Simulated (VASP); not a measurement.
**BN: single point with PBEsol**

The system is BN.

```xyz
4
Lattice="2.5043 0.0000 0.0000 -1.2522 2.1688 0.0000 0.0000 0.0000 7.0164" Properties=species:S:1:pos:R:3 pbc="T T T"
N     1.2522    0.7229    1.7541
N     0.0000    1.4459    5.2623
B     1.2522    0.7229    5.2623
B     0.0000    1.4459    1.7541
```

| Item | Value |
| --- | --- |
| Program | VASP 6.6.1 |
| Task | single point |
| Functional | PBEsol |
| Potentials or basis | VASP PAW PBE potentials, release 64 (N, B) |
| Cutoff | 520 eV |
| k mesh | 12 × 12 × 4 |
| Occupations | fermi-dirac, width 0.05 eV |
| Spin | no spin polarisation |

- Pressure: 0.3 GPa
- Band gap on the k mesh: 4.26 eV, indirect (least direct gap 4.60 eV)

Stress tensor (GPa, compression positive):
```
 0.49  0.00  0.00
 0.00  0.49  0.00
 0.00  0.00 -0.10
```

Levels at points of the mesh, in eV from the valence-band top:
```
           k point  band 6  band 7  band 8  band 9  band 10  band 11
(0.00, 0.00, 0.00)   -1.31   -1.29   -1.29    4.77     9.52    11.52
(0.50, 0.00, 0.00)   -4.09   -1.31   -0.55    4.26     5.37     9.41
(0.00, 0.00, 0.50)   -1.30   -1.30   -1.30    6.86     6.86    11.56
(0.50, 0.00, 0.50)   -4.11   -0.92   -0.92    4.66     4.66     9.81
```

It took 22 s on 1 thread of Intel(R) Xeon(R) Platinum 8488C (Sapphire Rapids), with other jobs on the host, peak memory 0.16 GiB.

Caveat: the PAW data sets were made with another functional, which shifts forces and pressure a little; this functional lacks dispersion, which binds the layers, so the pressure and a relaxed spacing across them are unreliable. A k mesh can miss the band edges.
